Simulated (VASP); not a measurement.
TaN: single point with LDA

Crystal: TaN.

```
Ta N
1.0
     5.18500    0.00000    0.00000
    -2.59250    4.49034    0.00000
     0.00000    0.00000    2.90800
Ta N
3 3
Cartesian
  0.0000 0.0000 0.0000
  0.0000 2.9936 1.4540
  2.5925 1.4968 1.4540
  2.5925 0.0000 0.0000
  1.2962 2.2452 0.0000
  -1.2962 2.2452 0.0000
```

| Quantity | Value |
| --- | --- |
| Program | VASP 6.6.1 |
| Task | single point |
| Functional | LDA |
| Potentials or basis | VASP PAW LDA potentials, release 64 (Ta_pv, N) |
| Cutoff | 520 eV |
| k mesh | 5 × 5 × 8 |
| Occupations | fermi-dirac, width 0.03 eV |
| Spin | no spin polarisation |

```yaml
Pressure: -3.0 GPa
Band_gap_on_the_k_mesh: zero (band 24 reaches 8.93 eV, above the bottom of band 25 at 6.78 eV)
```

Stress tensor (GPa, compression positive):
```
-2.34  0.00  0.00
 0.00 -2.34  0.00
 0.00  0.00 -4.33
```

Levels at points of the mesh, in eV from the Fermi level:
```csv
k point,band 22,band 23,band 24,band 25,band 26,band 27
"(0.00, 0.00, 0.00)",-2.50,-2.10,-1.32,-1.32,0.75,0.75
"(0.00, 0.00, 0.50)",-3.10,-1.93,0.83,0.83,1.48,1.74
```

Run time: 48 s on 1 thread of Intel(R) Xeon(R) Platinum 8259CL CPU @ 2.50GHz (Skylake/Cascade Lake), on a shared host, peak memory 0.18 GiB.

Caveat: spin-orbit coupling is left out, which moves the levels of the heavy elements.
